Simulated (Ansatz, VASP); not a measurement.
**Pd in VASP and in Ansatz**

Contents of INCAR:

```
ALGO     = Normal         # electronic algorithm
EDIFF    = 1E-7           # SCF threshold, eV
ENCUT    = 520            # plane-wave cutoff, eV
GGA      = PS             # functional
ISIF     = 2              # what is computed and relaxed
ISMEAR   = 0              # smearing method
LASPH    = True           # aspherical terms in the spheres
LCHARG   = True           # write CHGCAR
LELF     = True           # ELF
LREAL    = False          # projectors in reciprocal space
LVHAR    = True         
LWAVE    = False          # write WAVECAR
NBANDS   = 17             # bands
NELM     = 80             # most SCF steps
PREC     = Accurate       # precision mode
SIGMA    = 0.1            # smearing width, eV
```

KPOINTS

```
k-points
0
Gamma
  14 14 14
```

The input POSCAR:

```
Pd
1.0
    3.0836187606      0.0000000000      0.0000000000
    0.0000000000      3.0836187606      0.0000000000
    0.0000000000      0.0000000000      3.0836187606
Pd
2
Direct
    0.0000000000      0.0000000000      0.0000000000
    0.5000000000      0.5000000000      0.5000000000
```

Input for Ansatz:

```yaml
crystal:
  lattice:
    - [3.0836187606, 0.0, 0.0]
    - [0.0, 3.0836187606, 0.0]
    - [0.0, 0.0, 3.0836187606]
  atoms:
    - { symbol: Pd, position: [0.0, 0.0, 0.0] }
    - { symbol: Pd, position: [0.5, 0.5, 0.5] }
basis:
  ecutwfc: 420
kpoints:
  mp_grid: { grid: [14, 14, 14] }
hamiltonian:
  xc: pbesol
scf:
  occupations: { method: gaussian, width: 0.1 }
output:
  forces: true
  stress: true
  eigenvalues: true
```

Alike in both runs: task single point; functional PBEsol; k mesh 14 × 14 × 14; occupations gaussian, width 0.1 eV; no spin polarisation.

|  | VASP | Ansatz |
| --- | --- | --- |
| version | VASP 6.6.1 | Ansatz 0.2.0 |
| potentials or method | VASP PAW PBE potentials, release 64 (Pd), cutoff 520 eV | scalar-relativistic, plane waves, PAW |
| valence electrons in the cell | 20 | 36 |

```tsv
	VASP	Ansatz	Ansatz less VASP
gap on the k mesh at the Fermi level (eV)	none	none	-
pressure (GPa)	-0.2	0.1	+0.37
```

VASP's potentials were made for PBE, not for PBEsol. A gap of «none» marks a metal or a gap that the smearing closes. VASP's potentials hold 20 valence electrons a cell and Ansatz's 36, so a difference there can come from the potentials and not from the codes.
